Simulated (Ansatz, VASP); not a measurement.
Hf in VASP and in Ansatz

INCAR

```
SYSTEM = Hf
PREC = Accurate ; ENCUT = 600
EDIFF = 1E-7 ; ISMEAR = 0
SIGMA = 0.1 ; LREAL = .False.
LASPH = .True. ; NELM = 60
ALGO = Normal ; ISIF = 3
LWAVE = .False. ; LCHARG = .False.
GGA = PE ; IVDW = 12
IBRION = 2 ; NSW = 100
EDIFFG = -0.005
```

The input KPOINTS:

```
Automatic mesh
0
Gamma
  15 15 8
  0 0 0
```

Contents of POSCAR:

```
Hf
1.0
    3.1966985242      0.0000000000      0.0000000000
   -1.5983492621      2.7684221302      0.0000000000
    0.0000000000      0.0000000000      5.0578000000
Hf
2
Direct
    0.3333333333      0.6666666667      0.2500000000
    0.6666666667      0.3333333333      0.7500000000
```

Input for Ansatz:

```yaml
crystal:
  lattice:
    - [3.1966985242, 0.0, 0.0]
    - [-1.5983492621, 2.7684221302, 0.0]
    - [0.0, 0.0, 5.0578]
  atoms:
    - { symbol: Hf, position: [0.3333333333, 0.6666666667, 0.25] }
    - { symbol: Hf, position: [0.6666666667, 0.3333333333, 0.75] }
basis:
  ecutwfc: 420
kpoints:
  mp_grid: { grid: [15, 15, 8] }
hamiltonian:
  xc: pbe
  dispersion: d3bj
scf:
  occupations: { method: gaussian, width: 0.1 }
output:
  forces: true
  stress: true
  eigenvalues: true
relax:
  adjacent_minimum: "off"
  f_tol: 0.005
  max_steps: 80
  cell: { stress_tol: 0.05 }
```

Alike in both runs: task relaxation of cell and atoms; functional PBE; dispersion D3(BJ); k mesh 15 × 15 × 8; occupations gaussian, width 0.1 eV; no spin polarisation.

|  | VASP | Ansatz |
| --- | --- | --- |
| version | VASP 6.6.1 | Ansatz 0.2.0 |
| potentials or method | VASP PAW PBE potentials, release 64 (Hf_pv), cutoff 600 eV | scalar-relativistic, plane waves, PAW |
| valence electrons in the cell | 20 | 52 |

```tsv
	VASP	Ansatz	Ansatz less VASP
gap on the k mesh at the Fermi level, each at its own relaxed structure (eV)	none	none	-
relaxed volume (Å³/atom)	21.76	21.85	+0.082
relaxed cell length with the largest relative difference (Å)	5.008	5.017	+0.0083
```

A gap of «none» marks a metal or a gap that the smearing closes. VASP's potentials hold 20 valence electrons a cell and Ansatz's 52, so a difference there can come from the potentials and not from the codes.

Spin-orbit coupling is off throughout.
